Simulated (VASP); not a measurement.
Input of a VASP 6.6.1 run:

The input INCAR:

```
SYSTEM = PbS
  PREC = Accurate
  ENCUT = 520
  EDIFF = 1E-6
  ISMEAR = 0
  SIGMA = 0.01
  LREAL = .FALSE.
  LASPH = .TRUE.
  NELM = 60
  ALGO = Normal
  ISIF = 2
  LWAVE = .FALSE.
  LCHARG = .TRUE.
  GGA = PE
  LELF = .TRUE.
  LVHAR = .TRUE.
  NBANDS = 17
```

File KPOINTS:

```
regular mesh
0
G
  4 4 4
  0 0 0
```

File POSCAR:

```
PbS
1.0
    0.0497872110      3.0370198740      3.0370198740
    3.0370198740      0.0497872110      3.0370198740
    3.0370198740      3.0370198740      0.0497872110
Pb S
1 1
Direct
    0.0000000000      0.0000000000      0.0000000000
    0.5000000000      0.5000000000      0.5000000000
```

Potentials or basis: VASP PAW PBE potentials, release 64 (Pb_d, S).

Launch:

```bash
$ cat potpaw_PBE.64/Pb_d/POTCAR potpaw_PBE.64/S/POTCAR > POTCAR
$ mpirun -np 1 vasp_std > vasp.out
```

Task: Estimate the band gap on the k mesh.

Result: 0.38 eV, indirect (least direct gap 0.50 eV).

Task: What does it give for the pressure?

Result: -0.4 GPa.

Stress tensor (GPa, compression positive):
```
-0.40 -0.37 -0.37
-0.37 -0.40 -0.37
-0.37 -0.37 -0.40
```

Caveat: the k points lie up to 0.45 Å⁻¹ apart; the cell differs from its parent crystal (strain along [111] +2.5%); spin-orbit coupling is left out, which moves the levels of the heavy elements. A k mesh can miss the band edges.
